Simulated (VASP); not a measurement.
A run of VASP 6.6.1:

The input INCAR:

```
  ALGO = Normal
  EDIFF = 1E-6
  ENCUT = 520
  GGA = PE
  ISIF = 2
  ISMEAR = 0
  LASPH = T
  LCHARG = F
  LREAL = F
  LWAVE = F
  NBANDS = 24
  NELM = 100
  PREC = Accurate
  SIGMA = 0.01
```

The input KPOINTS:

```
k-points
0
Gamma
  6 6 4
```

POSCAR

```
Ba2SeO
1.0
    4.4010517887      0.0000000000      0.0000000000
    0.0000000000      4.4010517887      0.0000000000
    0.0000000000      0.0000000000      6.2351468621
O Ba Se
1 2 1
Direct
    0.0000000000      0.0000000000      0.0000000000
    0.0000000000      0.0000000000      0.5000000000
    0.5000000000      0.5000000000      0.0000000000
    0.5000000000      0.5000000000      0.5000000000
```

Potentials or basis: VASP PAW PBE potentials, release 64 (O, Ba_sv, Se).

Run with:

```sh
$ cat potpaw_PBE.64/O/POTCAR potpaw_PBE.64/Ba_sv/POTCAR potpaw_PBE.64/Se/POTCAR > POTCAR
$ mpirun -np 1 vasp_std > vasp.out
```

Hardware: 1 thread of Intel(R) Xeon(R) 6975P-C (Granite Rapids), with other jobs on the host.

Problem. How long does it take, and how much memory?

Solution. Wall time 51 s on 1 thread of Intel(R) Xeon(R) 6975P-C (Granite Rapids), with other jobs on the host, peak memory 0.28 GiB. Counts: scf iterations 15, k points 30.
